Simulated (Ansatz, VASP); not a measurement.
# One calculation of B, two programs

File INCAR:

```
ALGO = Normal ; EDIFF = 1E-6
EDIFFG = -0.01 ; ENCUT = 600
GGA = PS ; IBRION = 2
ISIF = 3 ; ISMEAR = -1
LASPH = T ; LCHARG = F
LREAL = F ; LWAVE = F
NELM = 60 ; NSW = 80
PREC = Accurate ; SIGMA = 0.05
```

Contents of KPOINTS:

```
k-points
0
Gamma
  4 4 4
```

File POSCAR:

```
B
1.0
    2.4540015844      1.4168184754      4.1890000000
   -2.4540015844      1.4168184754      4.1890000000
    0.0000000000     -2.8336369507      4.1890000000
B
12
Direct
    0.0104000000      0.6573000000      0.0104000000
    0.0104000000      0.0104000000      0.6573000000
    0.6573000000      0.0104000000      0.0104000000
    0.9896000000      0.3427000000      0.9896000000
    0.3427000000      0.9896000000      0.9896000000
    0.9896000000      0.9896000000      0.3427000000
    0.2206000000      0.6323000000      0.2206000000
    0.2206000000      0.2206000000      0.6323000000
    0.6323000000      0.2206000000      0.2206000000
    0.7794000000      0.3677000000      0.7794000000
    0.3677000000      0.7794000000      0.7794000000
    0.7794000000      0.7794000000      0.3677000000
```

Input for Ansatz:

```yaml
crystal:
  lattice:
    - [2.4540015844, 1.4168184754, 4.189]
    - [-2.4540015844, 1.4168184754, 4.189]
    - [0.0, -2.8336369507, 4.189]
  atoms:
    - { symbol: B, position: [0.0104, 0.6573, 0.0104] }
    - { symbol: B, position: [0.0104, 0.0104, 0.6573] }
    - { symbol: B, position: [0.6573, 0.0104, 0.0104] }
    - { symbol: B, position: [0.9896, 0.3427, 0.9896] }
    - { symbol: B, position: [0.3427, 0.9896, 0.9896] }
    - { symbol: B, position: [0.9896, 0.9896, 0.3427] }
    - { symbol: B, position: [0.2206, 0.6323, 0.2206] }
    - { symbol: B, position: [0.2206, 0.2206, 0.6323] }
    - { symbol: B, position: [0.6323, 0.2206, 0.2206] }
    - { symbol: B, position: [0.7794, 0.3677, 0.7794] }
    - { symbol: B, position: [0.3677, 0.7794, 0.7794] }
    - { symbol: B, position: [0.7794, 0.7794, 0.3677] }
hamiltonian:
  xc: pbesol
  pseudopotentials:
    kind: paw
    azcp:
      B: "pseudopotentials/B.paw.azcp"
basis:
  ecutwfc: 420
  fft_grid_basis: typed
kpoints:
  mp_grid: { grid: [4, 4, 4], shift: [0, 0, 0] }
magnetization:
  spin_polarized: false
scf:
  occupations: { method: fermi_dirac, width: 0.05 }
relax:
  max_steps: 60
  f_tol: 0.01
  cell: {}
```

Alike in both runs: task relaxation of cell and atoms; functional PBEsol; k mesh 4 × 4 × 4; occupations fermi-dirac, width 0.05 eV; no spin polarisation.

```csv
,VASP,Ansatz
version,VASP 6.6.1,Ansatz 0.2.0
potentials or method,"VASP PAW PBE potentials, release 64 (B), cutoff 600 eV","plane waves (420 eV) with PAW, scalar-relativistic"
valence electrons in the cell,36,36
```

```tsv
	VASP	Ansatz	Ansatz less VASP
relaxed volume (Å³/atom)	7.16	7.15	-0.008
relaxed cell length with the largest relative difference (Å)	5.030	5.028	-0.0020
```

VASP's potentials were made for PBE, not for PBEsol, and Ansatz warns of the same on its side.
